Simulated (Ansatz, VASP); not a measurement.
## ZrB2 in VASP and in Ansatz

INCAR

```
PREC = Accurate
ENCUT = 420
EDIFF = 1E-8
ISMEAR = -1
SIGMA = 0.05
LREAL = False
LASPH = True
NELM = 120
ALGO = Normal
ISIF = 2
LWAVE = False
LCHARG = False
GGA = PE
LEFG = True
NBANDS = 16
GGA_COMPAT = False
```

KPOINTS

```
Automatic mesh
0
Gamma
  12 12 9
```

The input POSCAR:

```
ZrB2
1.0
    3.2599498203      0.0000000000      0.0000000000
   -1.6299749102      2.8231993595      0.0000000000
    0.0000000000      0.0000000000      3.5200000000
Zr B
1 2
Direct
    0.0000000000      0.0000000000      0.0000000000
    0.3333333333      0.6666666667      0.5000000000
    0.6666666667      0.3333333333      0.5000000000
```

Input for Ansatz:

```yaml
crystal:
  lattice:
    - [3.2599498203, 0.0, 0.0]
    - [-1.6299749102, 2.8231993595, 0.0]
    - [0.0, 0.0, 3.52]
  atoms:
    - { symbol: Zr, position: [0.0, 0.0, 0.0] }
    - { symbol: B, position: [0.3333333333, 0.6666666667, 0.5] }
    - { symbol: B, position: [0.6666666667, 0.3333333333, 0.5] }
kpoints:
  mp_grid: { grid: [12, 12, 9] }
scf:
  occupations: { method: fermi_dirac, width: 0.05 }
hamiltonian:
  xc: pbe
  pseudopotentials: { kind: paw }
output:
  forces: true
  stress: true
  eigenvalues: true
  efg: { contact_densities: true }
```

Change from the starting cell: equal xx and yy strain of +3 %, PAW files.

Alike in both runs: task electric field gradients; functional PBE; k mesh 12 × 12 × 9; occupations fermi-dirac, width 0.05 eV; no spin polarisation.

|  | VASP | Ansatz |
| --- | --- | --- |
| version | VASP 6.6.1 | Ansatz 0.2.0 |
| potentials or method | VASP PAW PBE potentials, release 64 (Zr_sv, B) | PAW with Ansatz's default frozen-core files, scalar-relativistic |
| plane-wave cutoff (eV) | 420 | 420 |
| valence electrons in the cell | 18 | 18 |

|  | VASP | Ansatz | Ansatz less VASP |
| --- | --- | --- | --- |
| size of Vzz on the site where it differs most (V/Å²) | 35.8 | 38.6 | +2.88 |
